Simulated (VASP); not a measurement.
Input of a VASP 6.6.1 run:

Contents of INCAR:

```
  PREC = Accurate
  ENCUT = 520
  EDIFF = 1E-7
  ISMEAR = 0
  SIGMA = 0.05
  LREAL = Auto
  LASPH = True
  NELM = 60
  ALGO = Normal
  ISIF = 2
  LWAVE = False
  LCHARG = False
  LDIPOL = True
  IDIPOL = 3
  DIPOL = 0.5 0.5 0.502
  GGA = PE
  IVDW = 12
  NBANDS = 93
```

Contents of KPOINTS:

```
regular mesh
0
Gamma
  4 4 1
```

Contents of POSCAR:

```
SnS2
1.0
    7.3394829456      0.0000000000      0.0000000000
   -1.8348707364      6.6135720772      0.0000000000
    0.0000000000      0.0000000000     23.0116424123
S Sn
12 6
Direct
    0.4894853319      0.9579413277      0.3693782411
    0.9894853319      0.9579413277      0.3693782411
    0.6259742620      0.5038970480      0.3883881113
    0.1259742620      0.5038970480      0.3883881113
    0.7972151289      0.1888605155      0.4904950649
    0.2972151289      0.1888605155      0.4904950649
    0.9334924799      0.7339566597      0.5060394667
    0.4334924799      0.7339566597      0.5060394667
    0.1079532641      0.4318054136      0.6146962754
    0.6079532641      0.4318054136      0.6146962754
    0.2358840054      0.9435094865      0.6480354788
    0.7358840054      0.9435094865      0.6480354788
    0.3077297970      0.2309191878      0.3788831762
    0.8077297970      0.2309191878      0.3788831762
    0.6134964099      0.4539804756      0.5035397527
    0.1134964099      0.4539804756      0.5035397527
    0.9301042580      0.7203956290      0.6153799517
    0.4301042580      0.7203956290      0.6153799517
```

Potentials or basis: VASP PAW PBE potentials, release 64 (S, Sn_d).

Launch:

```sh
$ cat potpaw_PBE.64/S/POTCAR potpaw_PBE.64/Sn_d/POTCAR > POTCAR
$ mpirun -np 1 vasp_std > vasp.out
```

(1) What does it give for the largest force?

(2) Predict the dispersion energy per atom.

(3) Estimate the band gap on the k mesh.

Results:

(1) 1.727 eV/Å.

(2) -0.241 eV.

(3) 0.99 eV.

Caveat: spin-orbit coupling is left out, which moves the levels of the heavy elements.
